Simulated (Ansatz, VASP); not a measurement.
# Ti in VASP and in Ansatz

Contents of POSCAR:

```
Ti
1.0
    0.0000000000      2.1924000000      1.9488000000
    2.1924000000      0.0000000000      1.9488000000
    2.1924000000      2.1924000000      0.0000000000
Ti
1
Direct
    0.0000000000      0.0000000000      0.0000000000
```

File INCAR.step1:

```
PREC = Accurate
ENCUT = 520
ISMEAR = 0
SIGMA = 0.15
LREAL = False
LASPH = True
NELM = 80
NBANDS = 12
GGA = PE
ALGO = Normal
EDIFF = 1E-4
LWAVE = True
LCHARG = False
```

The input INCAR.step2:

```
PREC = Accurate
ENCUT = 520
EDIFF = 1E-7
ISMEAR = 0
SIGMA = 0.15
LREAL = False
LASPH = True
NELM = 80
ALGO = Normal
ISIF = 2
LWAVE = False
LCHARG = False
METAGGA = R2SCAN
LMIXTAU = True
NBANDS = 12
ISTART = 1
```

The input KPOINTS:

```
Automatic mesh
0
Gamma
  20 20 20
```

Input for Ansatz:

```yaml
crystal:
  lattice:
    - [0.0, 2.1924, 1.9488]
    - [2.1924, 0.0, 1.9488]
    - [2.1924, 2.1924, 0.0]
  atoms:
    - { symbol: Ti, position: [0.0, 0.0, 0.0] }
basis:
  ecutwfc: 500
kpoints:
  mp_grid: { grid: [20, 20, 20] }
hamiltonian:
  xc: r2scan
scf:
  occupations: { method: gaussian, width: 0.15 }
output:
  forces: true
  stress: true
  eigenvalues: true
```

Change from the starting cell: strain +0.080 along x and y, -0.040 along z, atoms carried along.

Alike in both runs: task single point; functional r2SCAN; k mesh 20 × 20 × 20; occupations gaussian, width 0.15 eV; no spin polarisation.

```csv
,VASP,Ansatz
version,VASP 6.6.1,Ansatz 0.2.0
potentials or method,"VASP PAW PBE potentials, release 64 (Ti_sv), cutoff 520 eV","scalar-relativistic, plane waves, PAW"
valence electrons in the cell,12,12
```

```csv
,VASP,Ansatz,Ansatz less VASP
gap on the k mesh at the Fermi level (eV),none,none,-
pressure (GPa),-7.3,-7.6,-0.34
"traceless stress, the component that is largest in VASP (GPa)",2.19,2.19,-0.001
```

VASP's potentials were made for PBE, not for r2SCAN. A gap of «none» marks a metal or a gap that the smearing closes.
